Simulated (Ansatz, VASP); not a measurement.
## CoSi2: VASP beside Ansatz

```xyz
3
Lattice="0.0000 2.6523 2.6523 2.6523 0.0000 2.6523 2.6523 2.6523 0.0000" Properties=species:S:1:pos:R:3 pbc="T T T"
Co    0.0000    0.0000    0.0000
Si    1.3261    1.3261    1.3261
Si    3.9784    3.9784    3.9784
```

Alike in both runs: functional PBE; dispersion D3(BJ); k mesh 14 × 14 × 14; occupations gaussian, width 0.1 eV; no spin polarisation.

Ansatz relaxed the structure, and its values are those at the end. VASP's run is a single point on that final structure, the one shown.

|  | VASP | Ansatz |
| --- | --- | --- |
| version | VASP 6.6.1 | Ansatz 0.2.0 |
| potentials or method | VASP PAW PBE potentials, release 64 (Co, Si), cutoff 600 eV | scalar-relativistic, plane waves, PAW |
| valence electrons in the cell | 17 | 25 |

```csv
,VASP,Ansatz,Ansatz less VASP
gap on the k mesh at the Fermi level (eV),none,none,-
pressure (GPa),-0.2,0.0,+0.23
```

A gap of «none» marks a metal or a gap that the smearing closes. VASP's potentials hold 17 valence electrons a cell and Ansatz's 25, so a difference there can come from the potentials and not from the codes.
